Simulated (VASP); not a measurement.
# Mg3O4 (Pm-3m) in VASP: single point with PBE

Aim: the single point of Mg3O4 with PBE.

Everything below comes from runs of VASP 6.6.1. Logs are shortened: lines on timing, memory, paths and dates and some standing lists are left out, and cuts for length are marked.

**1. The cell of the first run**

The structure is cubic, space group Pm-3m (No. 221). The conventional cell has a = 4.212 Å, b = 4.212 Å, c = 4.212 Å, α = 90.00°, β = 90.00°, γ = 90.00°. Within 2.8 Å of Mg (site symmetry 4/mmm) lie 6 O at 2.11 Å. Within 2.8 Å of O (site symmetry m-3m) lie 6 Mg at 2.11 Å. Within 2.8 Å of O (site symmetry 4/mmm) lie 4 Mg at 2.11 Å.

**2. Single point, PBE, collinear spin**

File INCAR:

```
  PREC = Accurate
  ENCUT = 600
  EDIFF = 1E-6
  ISMEAR = -1
  SIGMA = 0.01
  LREAL = F
  LASPH = T
  NELM = 200
  ALGO = Normal
  ISIF = 2
  LWAVE = F
  LCHARG = F
  ISPIN = 2
  MAGMOM = 0 0 0 0 0.5 0.5 0.5
  LORBIT = 11
  GGA = PE
  NBANDS = 28
  NELECT = 28.0
  GGA_COMPAT = F
```

File KPOINTS:

```
regular mesh
0
Gamma
  1 1 1
```

File POSCAR:

```
Mg3O4
1.0
    4.2120000000      0.0000000000      0.0000000000
    0.0000000000      4.2120000000      0.0000000000
    0.0000000000      0.0000000000      4.2120000000
Mg O
3 4
Direct
    0.0000000000      0.5000000000      0.5000000000
    0.5000000000      0.0000000000      0.5000000000
    0.5000000000      0.5000000000      0.0000000000
    0.5000000000      0.5000000000      0.5000000000
    0.5000000000      0.0000000000      0.0000000000
    0.0000000000      0.5000000000      0.0000000000
    0.0000000000      0.0000000000      0.5000000000
```

Potentials or basis: VASP PAW PBE potentials, release 64 (Mg, O).

On the command line:

```console
cat potpaw_PBE.64/Mg/POTCAR potpaw_PBE.64/O/POTCAR > POTCAR
mpirun -np 1 vasp_gam > vasp.out
```

OUTCAR:

```text
PREC = Accurate
   ENCUT = 600
   EDIFF = 1E-6
   ISMEAR = -1
   LREAL = F
   LASPH = T
   NELM = 200
   ISIF = 2
   ISPIN = 2
   LORBIT = 11
   GGA = PE
   NELECT = 28.0

 ion  position               nearest neighbor table
   1  0.000  0.500  0.500-   4 2.11   6 2.11   7 2.11   6 2.11   7 2.11   4 2.11   3 2.98   2 2.98
                             2 2.98   2 2.98   3 2.98   3 2.98   3 2.98   2 2.98
   2  0.500  0.000  0.500-   4 2.11   5 2.11   7 2.11   5 2.11   4 2.11   7 2.11   3 2.98   1 2.98
                             3 2.98   1 2.98   3 2.98   1 2.98   3 2.98   1 2.98
   3  0.500  0.500  0.000-   4 2.11   5 2.11   6 2.11   4 2.11   5 2.11   6 2.11   2 2.98   2 2.98
                             2 2.98   1 2.98   2 2.98   1 2.98   1 2.98   1 2.98
   4  0.500  0.500  0.500-   1 2.11   2 2.11   3 2.11   3 2.11   2 2.11   1 2.11
   5  0.500  0.000  0.000-   2 2.11   3 2.11   2 2.11   3 2.11
   6  0.000  0.500  0.000-   1 2.11   3 2.11   1 2.11   3 2.11
   7  0.000  0.000  0.500-   1 2.11   2 2.11   1 2.11   2 2.11

  LATTYP: Found a simple cubic cell.
 ALAT       =     4.2120000000

  Lattice vectors:

 A1 = (   4.2120000000,   0.0000000000,   0.0000000000)
 A2 = (   0.0000000000,   4.2120000000,   0.0000000000)
 A3 = (   0.0000000000,   0.0000000000,   4.2120000000)

Analysis of symmetry for initial positions (statically):
=====================================================================
 Subroutine PRICEL returns:
 Original cell was already a primitive cell.

 Routine SETGRP: Setting up the symmetry group for a
 simple cubic supercell.

 Subroutine GETGRP returns: Found 48 space group operations
 (whereof 48 operations were pure point group operations)
 out of a pool of 48 trial point group operations.

The static configuration has the point symmetry O_h .

Analysis of symmetry for dynamics (positions and initial velocities):
=====================================================================
 Subroutine PRICEL returns:
 Original cell was already a primitive cell.

 Routine SETGRP: Setting up the symmetry group for a
 simple cubic supercell.

 Subroutine GETGRP returns: Found 48 space group operations
 (whereof 48 operations were pure point group operations)
 out of a pool of 48 trial point group operations.

The dynamic configuration has the point symmetry O_h .

Analysis of structural, dynamic, and magnetic symmetry:
=====================================================================
 Subroutine PRICEL returns:
 Original cell was already a primitive cell.

 Routine SETGRP: Setting up the symmetry group for a
 simple cubic supercell.

 Subroutine GETGRP returns: Found 48 space group operations
 (whereof 48 operations were pure point group operations)
 out of a pool of 48 trial point group operations.

The overall configuration has the point symmetry O_h .

 Subroutine INISYM returns: Found 48 space group operations
 (whereof 48 operations are pure point group operations),
 and found     1 'primitive' translations

----------------------------------------------------------------------------------------

                                     Primitive cell

  volume of cell :      74.7249

  direct lattice vectors                    reciprocal lattice vectors
     4.212000000  0.000000000  0.000000000     0.237416904  0.000000000  0.000000000
     0.000000000  4.212000000  0.000000000     0.000000000  0.237416904  0.000000000
     0.000000000  0.000000000  4.212000000     0.000000000  0.000000000  0.237416904

  length of vectors
     4.212000000  4.212000000  4.212000000     0.237416904  0.237416904  0.237416904

  position of ions in fractional coordinates (direct lattice)
     0.000000000  0.500000000  0.500000000
     0.500000000  0.000000000  0.500000000
     0.500000000  0.500000000  0.000000000
     0.500000000  0.500000000  0.500000000
     0.500000000  0.000000000  0.000000000
     0.000000000  0.500000000  0.000000000
     0.000000000  0.000000000  0.500000000

  ion indices of the primitive-cell ions
   primitive index   ion index
                 1           1
                 2           2
                 3           3
                 4           4
                 5           5
                 6           6
                 7           7

----------------------------------------------------------------------------------------

 KPOINTS: regular mesh

Automatic generation of k-mesh.
 Grid dimensions read from file:
 generate k-points for:    1    1    1

 Generating k-lattice:

  Cartesian coordinates                     Fractional coordinates (reciprocal lattice)
     0.237416904  0.000000000  0.000000000     1.000000000  0.000000000  0.000000000
     0.000000000  0.237416904  0.000000000     0.000000000  1.000000000  0.000000000
     0.000000000  0.000000000  0.237416904     0.000000000  0.000000000  1.000000000

  Length of vectors
     0.237416904  0.237416904  0.237416904

  Shift w.r.t. Gamma in fractional coordinates (k-lattice)
     0.000000000  0.000000000  0.000000000

 Subroutine IBZKPT returns following result:
 ===========================================

 Found      1 irreducible k-points:

 Following reciprocal coordinates:
            Coordinates               Weight
  0.000000  0.000000  0.000000      1.000000
   k-points           NKPTS =      1   k-points in BZ     NKDIM =      1   number of bands    NBANDS=     28
   number of dos      NEDOS =    301   number of ions     NIONS =      7
   total plane-waves  NPLWV =  46656
   dimension x,y,z NGX =    36 NGY =   36 NGZ =   36
   dimension x,y,z NGXF=    72 NGYF=   72 NGZF=   72
   ions per type =               3   4
   NGX,Y,Z   is equivalent  to a cutoff of  14.21, 14.21, 14.21 a.u.
   NGXF,Y,Z  is equivalent  to a cutoff of  28.42, 28.42, 28.42 a.u.
 SYSTEM =  unknown system
   PREC   = accura    normal or accurate (medium, high low for compatibility)
   ISTART =      0    job   : 0-new  1-cont  2-samecut
   ICHARG =      2    charge: 1-file 2-atom 10-const
   ISPIN  =      2    spin polarized calculation?
   LNONCOLLINEAR =      F non collinear calculations
   LSORBIT =      F    spin-orbit coupling
   LASPH  =      T    aspherical Exc in radial PAW
   ENCUT  =  600.0 eV  44.10 Ry    6.64 a.u.   8.41  8.41  8.41*2*pi/ulx,y,z
   NELM   =    200;   NELMIN=  2; NELMDL= -5     # of ELM steps
   EDIFF  = 0.1E-05   stopping-criterion for ELM
   LREAL  =      F    real-space projection
   EDIFFG = 0.1E-04   stopping-criterion for IOM
   NSW    =      0    number of steps for IOM
   IBRION =     -1    ionic relax: 0-MD 1-quasi-New 2-CG
   NFREE  =      0    steps in history (QN), initial steepest desc. (CG)
   ISIF   =      2    stress and relaxation
   ISYM   =      2    0-nonsym 1-usesym 2-fastsym
   POTIM  = 0.5000    time-step for ionic-motion
   TEBEG  =    0.0;   TEEND  =   0.0 temperature during run
   PSTRESS=    0.0 pullay stress
   NELECT =      28.0000    total number of electrons
   NUPDOWN=      -1.0000    fix difference up-down
   EMIN   =  10.00;   EMAX   =-10.00  energy-range for DOS
   EFERMI =   0.00;   METHOD = LEGACY
   ISMEAR =    -1;   SIGMA  =   0.01  broadening in eV -4-tet -1-fermi 0-gaus
   EFERMI_NEDOS =   21; number of points for ismear=-14 and -15
   IALGO  =     38    algorithm
   IMIX   =      4    mixing-type and parameters
     AMIX     =   0.40;   BMIX     =  1.00
     AMIX_MAG =   1.60;   BMIX_MAG =  1.00
  volume/ion in A,a.u.               =      10.67        72.04
  Fermi-wavevector in a.u.,A,eV,Ry     =   1.180246  2.230341 18.952647  1.392980
  Thomas-Fermi vector in A             =   2.316542
   LORBIT       =     11    0 simple, 1 ext, 2 COOP (PROOUT), +10 PAW based schemes
   GGA     = PE    functional components
   LHFCALC =     F    Hartree Fock is set to
   AEXX    =    0.0000 exact exchange contribution
   IVDW    =     0    specifies the selected vdW correction
   LEPSILON=     F    determine dielectric tensor
   LRPA    =     F    only Hartree local field effects (RPA)
 spin polarized calculation
  energy-cutoff  :      600.00
  volume of cell :       74.72
 maximum number of plane-waves:      1259
 NGX is ok and might be reduce to    36
   NGX = 17   NGY = 17   NGZ = 17

 number of electron      28.0000021 magnetization       1.9999788

 Free energy of the ion-electron system (eV)
  ---------------------------------------------------
  ext. energy  EPLUGINS =         0.00000000
  ---------------------------------------------------
  free energy    TOTEN  =       -37.49807894 eV

  energy without entropy =      -37.47898352  energy(sigma->0) =      -37.48853123

 E-fermi :   0.8636     XC(G=0):  -9.7612

 val. band max:        0.8566228672   @ k =   0.0000   0.0000   0.0000
 cond. band min:       2.3733880378   @ k =   0.0000   0.0000   0.0000
 fundamental gap:      1.5167651706
 Fermi energy:         0.8635542840

 spin component 1

 k-point     1 :       0.0000    0.0000    0.0000
  band No.  band energies     occupation
      1     -16.3504      1.00000
      2     -15.3490      1.00000
      3     -15.3490      1.00000
      4     -14.3906      1.00000
      5      -2.4771      1.00000
      6      -2.4771      1.00000
      7      -2.4771      1.00000
      8      -0.4915      1.00000
      9      -0.4915      1.00000
     10      -0.4915      1.00000
     11      -0.4847      1.00000
     12      -0.4847      1.00000
     13      -0.4847      1.00000
     14       0.8566      0.66667
     15       0.8566      0.66667
     16       0.8566      0.66667
     17       7.2725      0.00000
     18      12.3239      0.00000
     19      12.3239      0.00000
     20      12.7452      0.00000
     21      12.7452      0.00000
     22      12.7452      0.00000
     23      13.8447      0.00000
     24      15.2773      0.00000
     25      15.2773      0.00000
     26      15.2773      0.00000
 Fermi energy:         0.8635542840

 spin component 2

 k-point     1 :       0.0000    0.0000    0.0000
  band No.  band energies     occupation
      1     -15.7604      1.00000
      2     -14.4098      1.00000
      3     -13.8540      1.00000
      4     -13.8539      1.00000
      5      -2.1084      1.00000
      6      -2.1084      1.00000
      7      -2.1084      1.00000
      8       0.1102      1.00000
      9       0.1103      1.00000
     10       0.1103      1.00000
     11       0.4109      1.00000
     12       0.4109      1.00000
     13       0.4109      1.00000
     14       2.3734      0.00000
     15       2.3734      0.00000
     16       2.3739      0.00000
     17       7.4898      0.00000
     18      12.3712      0.00000
     19      12.3712      0.00000
     20      12.7463      0.00000
     21      12.7463      0.00000
     22      12.7463      0.00000
     23      14.4753      0.00000
     24      15.5496      0.00000
     25      15.5496      0.00000
     26      15.5496      0.00000
 [bands above 26 left out]

------------------------ aborting loop because EDIFF is reached ----------------------------------------

  FORCE on cell =-STRESS in cart. coord.  units (eV):
  Direction    XX          YY          ZZ          XY          YZ          ZX
  --------------------------------------------------------------------------------------
  -------------------------------------------------------------------------------------
  Total       -8.4256277     -8.4256277     -8.4256277      0.0000000      0.0000000      0.0000000
  in kB     -180.6540741   -180.6540741   -180.6540741      0.0000000      0.0000000      0.0000000
  external PRESSURE =    -180.6540741 kB  Pullay stress =       0.0000000 kB

 VOLUME and BASIS-vectors are now :
 -----------------------------------------------------------------------------
  energy-cutoff  :      600.00
  volume of cell :       74.72
      direct lattice vectors                 reciprocal lattice vectors
     4.212000000  0.000000000  0.000000000     0.237416904  0.000000000  0.000000000
     0.000000000  4.212000000  0.000000000     0.000000000  0.237416904  0.000000000
     0.000000000  0.000000000  4.212000000     0.000000000  0.000000000  0.237416904

 POSITION                                       TOTAL-FORCE (eV/Angst)
 -----------------------------------------------------------------------------------
      0.00000      2.10600      2.10600         0.000000      0.000000      0.000000
      2.10600      0.00000      2.10600         0.000000      0.000000      0.000000
      2.10600      2.10600      0.00000         0.000000      0.000000      0.000000
      2.10600      2.10600      2.10600         0.000000      0.000000      0.000000
      2.10600      0.00000      0.00000         0.000000      0.000000      0.000000
      0.00000      2.10600      0.00000         0.000000      0.000000      0.000000
      0.00000      0.00000      2.10600         0.000000      0.000000      0.000000
 -----------------------------------------------------------------------------------
    total drift:                                0.000000      0.000000     -0.000000

  FREE ENERGIE OF THE ION-ELECTRON SYSTEM (eV)
  ---------------------------------------------------
  free  energy   TOTEN  =       -37.4980789428 eV

  energy  without entropy=      -37.4789835178  energy(sigma->0) =      -37.48853123

 total charge

# of ion       s       p       d       tot
------------------------------------------
    1        0.026   0.250   0.012   0.289
    2        0.026   0.250   0.012   0.289
    3        0.026   0.250   0.012   0.289
    4        1.529   3.459   0.000   4.987
    5        1.561   3.238   0.000   4.799
    6        1.561   3.238   0.000   4.799
    7        1.561   3.238   0.000   4.799
--------------------------------------------------
tot          6.292  13.922   0.037  20.251

 magnetization (x)

# of ion       s       p       d       tot
------------------------------------------
    1       -0.001  -0.011  -0.001  -0.012
    2       -0.001  -0.011  -0.001  -0.012
    3       -0.001  -0.011  -0.001  -0.012
    4       -0.008  -0.455   0.000  -0.463
    5        0.013   0.698   0.000   0.710
    6        0.013   0.698   0.000   0.710
    7        0.013   0.698   0.000   0.710
--------------------------------------------------
tot          0.026   1.606  -0.002   1.630
```

Wall time 63 s (1 thread of Intel Xeon 8259CL, shared host); peak memory 0.23 GiB.

What came out:

```
Free energy                                           : -37.4981 eV
Net moment                                            : 2.00 μB per cell
Site moments                                          : Mg -0.01; O -0.46, +0.71 μB
Valence electrons inside the program's atomic spheres : Mg 0.29; O 4.99, 4.80
```

Caveat: the k points lie up to 1.49 Å⁻¹ apart; the cell carries a net charge on a neutralising background, which shifts energy and pressure; the cell is charged against a uniform background, so pressure and absolute levels hang on convention.
